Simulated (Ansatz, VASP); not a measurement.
## Nb in VASP and in Ansatz

INCAR

```
SYSTEM = Nb
  PREC = Accurate
  ENCUT = 520
  EDIFF = 1E-6
  ISMEAR = -1
  SIGMA = 0.05
  LREAL = .False.
  LASPH = .True.
  NELM = 80
  ALGO = Normal
  ISIF = 2
  LWAVE = .False.
  LCHARG = .False.
  LDIPOL = .True.
  IDIPOL = 3
  DIPOL = 0.5 0.5 0.500
  NBANDS = 40
```

KPOINTS

```
regular mesh
0
Gamma
  11 11 1
  0 0 0
```

POSCAR

```
Nb
1.0
    3.2478102620      0.0000000000      0.0000000000
    0.0000000000      3.2478102620      0.0000000000
    0.0000000000      0.0000000000     22.4956000000
Nb
5
Direct
    0.0000000000      0.0000000000      0.3556246440
    0.5000000000      0.5000000000      0.4278123218
    0.0000000000      0.0000000000      0.5000000000
    0.5000000000      0.5000000000      0.5721876782
    0.0000000000      0.0000000000      0.6443753560
```

Input for Ansatz:

```yaml
crystal:
  lattice:
    - [3.247810262, 0.0, 0.0]
    - [0.0, 3.247810262, 0.0]
    - [0.0, 0.0, 22.4956]
  atoms:
    - { symbol: Nb, position: [0.0, 0.0, 0.355624644] }
    - { symbol: Nb, position: [0.5, 0.5, 0.4278123218] }
    - { symbol: Nb, position: [0.0, 0.0, 0.5] }
    - { symbol: Nb, position: [0.5, 0.5, 0.5721876782] }
    - { symbol: Nb, position: [0.0, 0.0, 0.644375356] }
kpoints:
  mp_grid: { grid: [11, 11, 1] }
scf:
  occupations: { method: fermi_dirac, width: 0.05 }
hamiltonian:
  xc: lda
  pseudopotentials: { kind: paw }
output:
  forces: true
  stress: true
  eigenvalues: true
  populations: true
efield:
  axis: 3
  amplitude: 0
  dipole_correction: true
```

Alike in both runs: task single point; functional LDA; k mesh 11 × 11 × 1; occupations fermi-dirac, width 0.05 eV; no spin polarisation.

|  | VASP | Ansatz |
| --- | --- | --- |
| version | VASP 6.6.1 | Ansatz 0.2.0 |
| potentials or method | VASP PAW LDA potentials, release 64 (Nb_sv) | PAW with Ansatz's default frozen-core files, scalar-relativistic |
| plane-wave cutoff (eV) | 520 | 420 |
| valence electrons in the cell | 65 | 65 |

|  | VASP | Ansatz | Ansatz less VASP |
| --- | --- | --- | --- |
| rms of the force components (eV/Å) | 0.685 | 0.685 | +0.0005 |

LDA's correlation is that of Perdew and Zunger in VASP and of Perdew and Wang (1992) in Ansatz. Atom by atom the forces differ by 0.001 eV/Å (rms over components).
